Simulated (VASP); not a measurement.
Input of a VASP 6.6.1 run:

INCAR

```
ALGO = Normal
EDIFF = 1E-6
ENCUT = 600
GGA = PE
GGA_COMPAT = F
ISIF = 2
ISMEAR = 0
LASPH = T
LCHARG = T
LELF = T
LMAXMIX = 6
LREAL = F
LVHAR = T
LWAVE = F
NBANDS = 20
NELM = 200
PREC = Accurate
SIGMA = 0.1
```

Contents of KPOINTS:

```
k-points
0
Gamma
  4 4 4
```

POSCAR

```
ErBe3Pd
1.0
    4.7500368528      0.0000000000      0.0000000000
    0.0000000000      4.7500368528      0.0000000000
    0.0000000000      0.0000000000      4.7500368528
Er Be Pd
1 3 1
Direct
    0.5000000000      0.5000000000      0.5000000000
    0.5000000000      0.5000000000      0.0000000000
    0.0000000000      0.5000000000      0.5000000000
    0.5000000000      0.0000000000      0.5000000000
    0.0000000000      0.0000000000      0.0000000000
```

Potentials or basis: VASP PAW PBE potentials, release 64 (Er_3, Be, Pd), 4f in core.

Run with:

```bash
$ cat potpaw_PBE.64/Er_3/POTCAR potpaw_PBE.64/Be/POTCAR potpaw_PBE.64/Pd/POTCAR > POTCAR
$ mpirun -np 1 vasp_std > vasp.out
```

**Question.** Predict the band gap on the k mesh.

**Answer.** Zero (an odd number of electrons rules out a gap without spin polarisation).

**Question.** Predict the pressure.

**Answer.** 0.6 GPa.

Caveat: spin-orbit coupling is left out, which moves the levels of the heavy elements; the 4f electrons are frozen in the core, so they carry no moment and show no levels. Spin polarisation is off, so any magnetic state and its effect on volume and gap are missing.
